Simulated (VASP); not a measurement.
Input of a VASP 6.6.1 run:

Contents of POSCAR:

```
C
1.0
    0.0000000000      1.7592674508      1.7592674508
    1.7592674508      0.0000000000      1.7592674508
    1.7592674508      1.7592674508      0.0000000000
C
2
Direct
    0.7500000000      0.7500000000      0.7500000000
    0.5000000000      0.5000000000      0.5000000000
```

INCAR.step1

```
SYSTEM = C
PREC = Accurate
ENCUT = 1430
ISMEAR = -1
SIGMA = 0.05
LREAL = .False.
LASPH = .True.
NELM = 120
NBANDS = 11
GGA = PE
ALGO = Normal
EDIFF = 1E-5
LWAVE = .True.
LCHARG = .False.
GGA_COMPAT = .False.
```

INCAR.step2

```
SYSTEM = C
PREC = Accurate
ENCUT = 1430
EDIFF = 1E-6
ISMEAR = -1
SIGMA = 0.05
LREAL = .False.
LASPH = .True.
NELM = 120
ALGO = Normal
ISIF = 2
LWAVE = .False.
LCHARG = .True.
METAGGA = R2SCAN
LMIXTAU = .True.
IVDW = 12
VDW_S6 = 1.0
VDW_S8 = 0.78981345
VDW_A1 = 0.49484001
VDW_A2 = 5.73083694
LELF = .True.
LVHAR = .True.
NBANDS = 11
ISTART = 1
GGA_COMPAT = .False.
```

Contents of KPOINTS:

```
Automatic mesh
0
Gamma
  13 13 13
  0 0 0
```

Potentials or basis: VASP PAW PBE potentials, release 64 (C_h).

Command:

```sh
$ cat potpaw_PBE.64/C_h/POTCAR > POTCAR
$ cp INCAR.step1 INCAR
$ mpirun -np 1 vasp_std > vasp.out
$ cp INCAR.step2 INCAR
$ mpirun -np 1 vasp_std > vasp.out
```

Predict the pressure.

13.5 GPa.

Predict the band gap on the k mesh.

4.46 eV (least direct gap 6.00 eV).

Caveat: the cell stands under pressure; the PAW data sets were made with another functional, which shifts forces and pressure a little; an odd mesh through Γ misses points on the zone boundary, where band edges can lie.
